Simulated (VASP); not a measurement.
# WS2 in VASP: notebook

Runs on WS2. Level: PBE. Tasks: single point.

Everything below comes from runs of VASP 6.6.1. Logs are shortened: lines on timing, memory, paths and dates and some standing lists are left out, and cuts for length are marked.

### 1 The cell of the first run

The cell holds a slab with vacuum, 6 atoms: a = 3.183 Å, b = 3.183 Å, c = 23.195 Å, α = 90.00°, β = 90.00°, γ = 120.00°.

### 2 Single point, PBE

Input file INCAR:

```
  PREC = Accurate
  ENCUT = 520
  EDIFF = 1E-6
  ISMEAR = -1
  SIGMA = 0.05
  LREAL = False
  LASPH = True
  NELM = 60
  ALGO = Normal
  ISIF = 2
  LWAVE = False
  LCHARG = False
  GGA = PE
  NBANDS = 35
```

Input file KPOINTS:

```
regular mesh
0
Gamma
  7 7 2
```

Input file POSCAR:

```
WS2
1.0
    3.1832085602      0.0000000000      0.0000000000
   -1.5916042801      2.7567394786      0.0000000000
    0.0000000000      0.0000000000     23.1953879850
W S
2 4
Direct
    0.6666666667      0.3333333333      0.3626824600
    0.3333333333      0.6666666667      0.6373175400
    0.6666666667      0.3333333333      0.7031838900
    0.3333333333      0.6666666667      0.4285581700
    0.6666666667      0.3333333333      0.5714418300
    0.3333333333      0.6666666667      0.2968161100
```

Potentials or basis: VASP PAW PBE potentials, release 64 (W_sv, S).

Run with:

```sh
> cat potpaw_PBE.64/W_sv/POTCAR potpaw_PBE.64/S/POTCAR > POTCAR
> mpirun -np 1 vasp_std > vasp.out
```

OUTCAR:

```text
PREC = Accurate
   ENCUT = 520
   EDIFF = 1E-6
   ISMEAR = -1
   LREAL = False
   LASPH = True
   NELM = 60
   ISIF = 2
   GGA = PE

 ion  position               nearest neighbor table
   1  0.667  0.333  0.363-   6 2.39   6 2.39   6 2.39   4 2.39   4 2.39   4 2.39
   2  0.333  0.667  0.637-   3 2.39   3 2.39   3 2.39   5 2.39   5 2.39   5 2.39
   3  0.667  0.333  0.703-   2 2.39   2 2.39   2 2.39
   4  0.333  0.667  0.429-   1 2.39   1 2.39   1 2.39
   5  0.667  0.333  0.571-   2 2.39   2 2.39   2 2.39
   6  0.333  0.667  0.297-   1 2.39   1 2.39   1 2.39

  LATTYP: Found a hexagonal cell.
 ALAT       =     3.1832085602
 C/A-ratio  =     7.2867949260

  Lattice vectors:

 A1 = (   3.1832085602,   0.0000000000,   0.0000000000)
 A2 = (  -1.5916042801,   2.7567394786,   0.0000000000)
 A3 = (   0.0000000000,   0.0000000000,  23.1953879850)

Analysis of symmetry for initial positions (statically):
=====================================================================
 Subroutine PRICEL returns:
 Original cell was already a primitive cell.

 Routine SETGRP: Setting up the symmetry group for a
 hexagonal supercell.

 Subroutine GETGRP returns: Found 12 space group operations
 (whereof 12 operations were pure point group operations)
 out of a pool of 24 trial point group operations.

The static configuration has the point symmetry D_3d.

Analysis of symmetry for dynamics (positions and initial velocities):
=====================================================================
 Subroutine PRICEL returns:
 Original cell was already a primitive cell.

 Routine SETGRP: Setting up the symmetry group for a
 hexagonal supercell.

 Subroutine GETGRP returns: Found 12 space group operations
 (whereof 12 operations were pure point group operations)
 out of a pool of 24 trial point group operations.

The dynamic configuration has the point symmetry D_3d.

 Subroutine INISYM returns: Found 12 space group operations
 (whereof 12 operations are pure point group operations),
 and found     1 'primitive' translations

----------------------------------------------------------------------------------------

                                     Primitive cell

[... 87 lines left out ...]
   ENCUT  =  520.0 eV  38.22 Ry    6.18 a.u.   5.92  5.92 43.13*2*pi/ulx,y,z
   NELM   =     60;   NELMIN=  2; NELMDL= -5     # of ELM steps
   EDIFF  = 0.1E-05   stopping-criterion for ELM
   LREAL  =      F    real-space projection
   EDIFFG = 0.1E-04   stopping-criterion for IOM
   NSW    =      0    number of steps for IOM
   IBRION =     -1    ionic relax: 0-MD 1-quasi-New 2-CG
   NFREE  =      0    steps in history (QN), initial steepest desc. (CG)
   ISIF   =      2    stress and relaxation
   ISYM   =      2    0-nonsym 1-usesym 2-fastsym
   POTIM  = 0.5000    time-step for ionic-motion
   TEBEG  =    0.0;   TEEND  =   0.0 temperature during run
   PSTRESS=    0.0 pullay stress
   NELECT =      52.0000    total number of electrons
   NUPDOWN=      -1.0000    fix difference up-down
   EMIN   =  10.00;   EMAX   =-10.00  energy-range for DOS
   EFERMI =   0.00;   METHOD = LEGACY
   ISMEAR =    -1;   SIGMA  =   0.05  broadening in eV -4-tet -1-fermi 0-gaus
   EFERMI_NEDOS =   21; number of points for ismear=-14 and -15
   IALGO  =     38    algorithm
   IMIX   =      4    mixing-type and parameters
     AMIX     =   0.40;   BMIX     =  1.00
     AMIX_MAG =   1.60;   BMIX_MAG =  1.00
  volume/ion in A,a.u.               =      33.92       228.93
  Fermi-wavevector in a.u.,A,eV,Ry     =   1.038776  1.963001 14.681435  1.079055
  Thomas-Fermi vector in A             =   2.173276
   LORBIT       =      0    0 simple, 1 ext, 2 COOP (PROOUT), +10 PAW based schemes
   GGA     = PE    functional components
   LHFCALC =     F    Hartree Fock is set to
   AEXX    =    0.0000 exact exchange contribution
   IVDW    =     0    specifies the selected vdW correction
   LEPSILON=     F    determine dielectric tensor
   LRPA    =     F    only Hartree local field effects (RPA)
 non-spin polarized calculation
  energy-cutoff  :      520.00
  volume of cell :      203.55
 maximum number of plane-waves:      5518
 NGX is ok and might be reduce to    24
   NGX = 11   NGY = 11   NGZ = 87

 number of electron      51.9999999 magnetization

 Free energy of the ion-electron system (eV)
  ---------------------------------------------------
  ext. energy  EPLUGINS =         0.00000000
  ---------------------------------------------------
  free energy    TOTEN  =       -47.25422154 eV

  energy without entropy =      -47.25422151  energy(sigma->0) =      -47.25422153

 E-fermi :   2.0401     XC(G=0):  -6.2065

 val. band max:        1.3034184258   @ k =   0.0000   0.0000   0.0000
 cond. band min:       2.9088529798   @ k =   0.1429   0.1429   0.0000
 fundamental gap:      1.6054345540
 Fermi energy:         2.0400907707

 k-point     1 :       0.0000    0.0000    0.0000
  band No.  band energies     occupation
      1     -73.1410      2.00000
      2     -73.1410      2.00000
      3     -37.3917      2.00000
      4     -37.3917      2.00000
      5     -37.2569      2.00000
      6     -37.2569      2.00000
[... 597 lines left out ...]
     34       6.4218      0.00000
     35       7.6086      0.00000

------------------------ aborting loop because EDIFF is reached ----------------------------------------

  FORCE on cell =-STRESS in cart. coord.  units (eV):
  Direction    XX          YY          ZZ          XY          YZ          ZX
  --------------------------------------------------------------------------------------
  -------------------------------------------------------------------------------------
  Total        2.4152141      2.4152141      5.9084749      0.0000000      0.0000000      0.0000000
  in kB       19.0109471     19.0109471     46.5075561      0.0000000      0.0000000      0.0000000
  external PRESSURE =      28.1764834 kB  Pullay stress =       0.0000000 kB

 VOLUME and BASIS-vectors are now :
 -----------------------------------------------------------------------------
  energy-cutoff  :      520.00
  volume of cell :      203.55
      direct lattice vectors                 reciprocal lattice vectors
     3.183208560  0.000000000  0.000000000     0.314148439  0.181373686  0.000000000
    -1.591604280  2.756739479  0.000000000     0.000000000  0.362747372  0.000000000
     0.000000000  0.000000000 23.195387985     0.000000000  0.000000000  0.043112019

 POSITION                                       TOTAL-FORCE (eV/Angst)
 -----------------------------------------------------------------------------------
      1.59160      0.91891      8.41256         0.000000     -0.000000     -0.014969
     -0.00000      1.83783     14.78283         0.000000     -0.000000      0.014969
      1.59160      0.91891     16.31062        -0.000000      0.000000      0.928498
     -0.00000      1.83783      9.94057        -0.000000     -0.000000      0.868922
      1.59160      0.91891     13.25481        -0.000000     -0.000000     -0.868922
     -0.00000      1.83783      6.88476         0.000000      0.000000     -0.928498
 -----------------------------------------------------------------------------------
    total drift:                                0.000000     -0.000000      0.000000

  FREE ENERGIE OF THE ION-ELECTRON SYSTEM (eV)
  ---------------------------------------------------
  free  energy   TOTEN  =       -47.2542215390 eV

  energy  without entropy=      -47.2542215110  energy(sigma->0) =      -47.25422153
```

OSZICAR:

```text
N       E                     dE             d eps       ncg     rms          rms(c)
DAV:   1     0.491529628337E+03    0.49153E+03   -0.27654E+04  1296   0.133E+03
DAV:   2    -0.146099032742E+02   -0.50614E+03   -0.48889E+03  1357   0.346E+02
DAV:   3    -0.488864743042E+02   -0.34277E+02   -0.33869E+02  1432   0.884E+01
[... 15 lines left out ...]
DAV:  19    -0.472542060587E+02   -0.25310E-04   -0.10640E-06   974   0.309E-03    0.474E-03
DAV:  20    -0.472542158432E+02   -0.97845E-05   -0.31423E-07   913   0.162E-03    0.300E-03
DAV:  21    -0.472542202504E+02   -0.44072E-05   -0.20752E-07   858   0.129E-03    0.641E-04
DAV:  22    -0.472542213286E+02   -0.10782E-05   -0.49677E-08   749   0.630E-04    0.533E-04
DAV:  23    -0.472542215390E+02   -0.21042E-06   -0.16797E-08   689   0.448E-04
   1 F= -.47254222E+02 E0= -.47254222E+02  d E =-.280485E-07
```

stdout:

```text
POSCAR found type information on POSCAR W S
 POSCAR found :  2 types and       6 ions
 scaLAPACK will be used
 LDA part: xc-table for (Slater+PW92), standard interpolation
 POSCAR, INCAR and KPOINTS ok, starting setup
 FFT: planning ... GRIDC
 FFT: planning ... GRID_SOFT
 FFT: planning ... GRID
 WAVECAR not read
 entering main loop
```

Run time: 4.3 min. Hardware: 1 thread of Intel Xeon 8259CL, shared host; peak memory 0.35 GiB.

What came out:

```yaml
Free_energy: -47.2542 eV
Largest_force: 0.928 eV/Å
Band_gap_on_the_k_mesh: 1.61 eV (least direct gap 2.39 eV)
```

Forces on the atoms (eV/Å):
```
W    0.000  0.000 -0.015
W    0.000  0.000  0.015
S    0.000  0.000  0.928
S    0.000  0.000  0.869
S    0.000  0.000 -0.869
S    0.000  0.000 -0.928
```

Levels at points of the mesh, in eV from the valence-band top:
```tsv
k point	band 23	band 24	band 25	band 26	band 27	band 28	band 29	band 30
(0.00, 0.00, 0.00)	-2.26	-2.04	-0.52	0.00	2.43	2.43	2.44	2.44
(0.00, 0.00, 0.50)	-2.26	-2.04	-0.52	0.00	2.43	2.43	2.44	2.44
```

Caveat: there is no dipole correction, which matters where the two faces differ; spin-orbit coupling is left out, which moves the levels of the heavy elements.

### 3 Single point, PBE

This run uses another cell than the first one.

Input file INCAR:

```
PREC     = Accurate       # precision mode
ENCUT    = 520            # plane-wave cutoff, eV
EDIFF    = 1E-6           # SCF threshold, eV
ISMEAR   = -1             # smearing method
SIGMA    = 0.05           # smearing width, eV
LREAL    = False          # projectors in reciprocal space
LASPH    = True           # aspherical terms in the spheres
NELM     = 60             # most SCF steps
ALGO     = Normal         # electronic algorithm
ISIF     = 2              # what is computed and relaxed
LWAVE    = False          # write WAVECAR
LCHARG   = True           # write CHGCAR
GGA      = PE             # functional
LELF     = True           # ELF
LVHAR    = True         
NBANDS   = 35             # bands
```

Input file KPOINTS:

```
Automatic mesh
0
Gamma
  7 7 2
```

Changes to POSCAR since step 2:

```diff
@@ -4,3 +4,3 @@
    -1.5916042801      2.7567394786      0.0000000000
-    0.0000000000      0.0000000000     23.1953879850
+    0.0000000000      0.0000000000     24.1421385150
 W S
```

Potentials or basis: VASP PAW PBE potentials, release 64 (W_sv, S).

Run with:

```sh
> cat potpaw_PBE.64/W_sv/POTCAR potpaw_PBE.64/S/POTCAR > POTCAR
> mpirun -np 1 vasp_std > vasp.out
```

Wall time 2.6 min (1 thread of Intel Xeon Platinum 8259CL at 2.50GHz (Skylake/Cascade Lake), shared host); peak memory 0.36 GiB.

It converged, with:

| Property | Result |
| --- | --- |
| Free energy | -47.3333 eV |
| Largest force | 0.367 eV/Å |
| Band gap on the k mesh | 1.71 eV (least direct gap 2.42 eV) |

Forces on the atoms (eV/Å):
```
W    0.000  0.000 -0.010
W    0.000  0.000  0.010
S    0.000  0.000 -0.332
S    0.000  0.000 -0.367
S    0.000  0.000  0.367
S    0.000  0.000  0.332
```

Levels at points of the mesh, in eV from the valence-band top:
| k point | band 23 | band 24 | band 25 | band 26 | band 27 | band 28 | band 29 | band 30 |
| --- | --- | --- | --- | --- | --- | --- | --- | --- |
| (0.00, 0.00, 0.00) | -1.68 | -1.68 | -0.44 | 0.00 | 2.71 | 2.71 | 2.71 | 2.71 |
| (0.00, 0.00, 0.50) | -1.68 | -1.68 | -0.44 | 0.00 | 2.71 | 2.71 | 2.71 | 2.71 |

Caveat: there is no dipole correction, which matters where the two faces differ; spin-orbit coupling is left out, which moves the levels of the heavy elements.
